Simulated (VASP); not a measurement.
TaH5:

```
Ta H
1.0
     4.19134    0.00000    0.00000
    -2.09567    3.62981    0.00000
     0.00000    0.00000    3.31799
Ta H
1 5
Direct
  0.00000 0.00000 0.00000
  0.50000 0.00000 0.50000
  0.50000 0.50000 0.50000
  0.00000 0.50000 0.50000
  0.33333 0.66667 0.00000
  0.66667 0.33333 0.00000
```

| Quantity | Value |
| --- | --- |
| Program | VASP 6.6.1 |
| Task | relaxation of cell and atoms |
| Functional | PBE |
| Potentials or basis | VASP PAW PBE potentials, release 64 (Ta_pv, H) |
| Cutoff | 600 eV |
| k mesh | 6 × 6 × 6 |
| Occupations | gaussian, width 0.1 eV |
| Spin | no spin polarisation |

At the start: pressure -35.7 GPa; volume 8.41 Å³/atom.

**Question.** Where does the relaxation end?

**Answer.** Over 7 steps the energy falls by 581.3 meV/atom and the volume is 5.07 Å³/atom (-39.7 %); space group P6/mmm (No. 191, to 0.05 Å).

Step by step:
| step | energy change (eV) | largest force (eV/Å) | pressure (GPa) | volume (Å³) |
| --- | --- | --- | --- | --- |
| 1 | 0.0000 | 0.0000 | -35.68 | 50.48 |
| 2 | -2.6617 | 0.0000 | -27.40 | 37.98 |
| 3 | -3.4255 | 0.0000 | -8.45 | 31.94 |
| 4 | -3.4698 | 0.0000 | 3.65 | 29.86 |
| 5 | -3.4741 | 0.0000 | 0.38 | 30.36 |
| 6 | -3.4858 | 0.0000 | 0.23 | 30.40 |
| 7 | -3.4876 | 0.0000 | 0.21 | 30.42 |

Final structure:
```cif
data_structure
_symmetry_space_group_name_H-M 'P 1'
_symmetry_Int_Tables_number 1
_cell_length_a 3.4517
_cell_length_b 3.4517
_cell_length_c 2.9480
_cell_angle_alpha 90.000
_cell_angle_beta 90.000
_cell_angle_gamma 120.000
_cell_volume 30.42
loop_
_atom_site_label
_atom_site_type_symbol
_atom_site_fract_x
_atom_site_fract_y
_atom_site_fract_z
_atom_site_occupancy
Ta1 Ta 0.00000 0.00000 0.00000 1
H1 H 0.50000 0.00000 0.50000 1
H2 H 0.50000 0.50000 0.50000 1
H3 H 0.00000 0.50000 0.50000 1
H4 H 0.33333 0.66667 0.00000 1
H5 H 0.66667 0.33333 0.00000 1
```

Caveat: the volume moved by over 15 % at a fixed basis, so the end points are rough.
